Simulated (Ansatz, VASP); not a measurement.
LuF4 in VASP and in Ansatz

```
Lu F
1.0
    -2.58449    2.58449    2.58449
     2.58449   -2.58449    2.58449
     2.58449    2.58449   -2.58449
Lu F
1 4
Cartesian
  0.0000 0.0000 0.0000
  1.2922 1.2922 -1.2922
  1.2922 -1.2922 1.2922
  -1.2922 1.2922 1.2922
  1.2922 1.2922 1.2922
```

Alike in both runs: task single point; functional PBE; k mesh 10 × 10 × 10; occupations gaussian, width 0.1 eV; no spin polarisation.

|  | VASP | Ansatz |
| --- | --- | --- |
| version | VASP 6.6.1 | Ansatz 0.2.0 |
| potentials or method | VASP PAW PBE potentials, release 64 (Lu, F), cutoff 520 eV | scalar-relativistic, plane waves, PAW |
| valence electrons in the cell | 53 | 53 |

VASP gave:

- gap on the k mesh at the Fermi level (eV): none
- pressure (GPa): -0.3

Q: What did Ansatz give for the same quantities?

A: gap on the k mesh at the Fermi level (eV): none; pressure (GPa): 0.0.

A gap of «none» marks a metal or a gap that the smearing closes. The functional is the same, so the differences come from potentials, cutoffs and numerics.

Spin-orbit coupling is off throughout.
